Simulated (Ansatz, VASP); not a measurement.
MgS: VASP beside Ansatz

```xyz
16
Lattice="6.7704 -0.0753 -0.0547 -0.0753 6.9514 0.1219 -0.0547 0.1219 7.0936" Properties=species:S:1:pos:R:3 pbc="T T T"
Mg    5.9330    4.5885    2.4784
Mg    0.8894    2.3476    4.7354
Mg    2.4679    4.5456    1.2281
Mg    5.6142    5.9726    6.1004
Mg    4.3259    1.0577    2.3431
Mg    4.3327    2.2772    5.7326
Mg    1.0763    1.1625    1.1376
Mg    1.9494    5.9860    4.7357
S     0.9528    6.0363    2.6969
S     4.1702    4.5562    4.7735
S     5.7919    2.4988    0.9215
S     2.2839    0.9311    6.0884
S     4.2373    5.8754    1.1571
S     5.6975    1.0484    4.6310
S     2.5180    2.3846    2.5132
S     0.8832    4.7161    6.0138
```

Change from the starting cell: cell x1, atoms moved at random (sigma 0.1 Å) and cell strained at random (1.5 %), then relaxed without symmetry.

Alike in both runs: task relaxation of cell and atoms; functional PBE; k mesh 2 × 2 × 2; occupations gaussian, width 0.1 eV; no spin polarisation.

|  | VASP | Ansatz |
| --- | --- | --- |
| version | VASP 6.6.1 | Ansatz 0.2.0 |
| potentials or method | VASP PAW PBE potentials, release 64 (Mg, S), cutoff 600 eV | scalar-relativistic, plane waves, PAW |
| valence electrons in the cell | 64 | 128 |

|  | VASP | Ansatz | Ansatz less VASP |
| --- | --- | --- | --- |
| gap on the k mesh at the Fermi level, each at its own relaxed structure (eV) | 2.46 | 2.47 | +0.012 |
| relaxed volume (Å³/atom) | 21.23 | 21.27 | +0.038 |
| relaxed length of the cell vector where the two differ most in proportion (Å) | 6.974 | 6.980 | +0.0061 |

VASP's potentials hold 64 valence electrons a cell and Ansatz's 128, so a difference there can come from the potentials and not from the codes.

The k mesh is coarse, so the values compare programs but aren't converged.
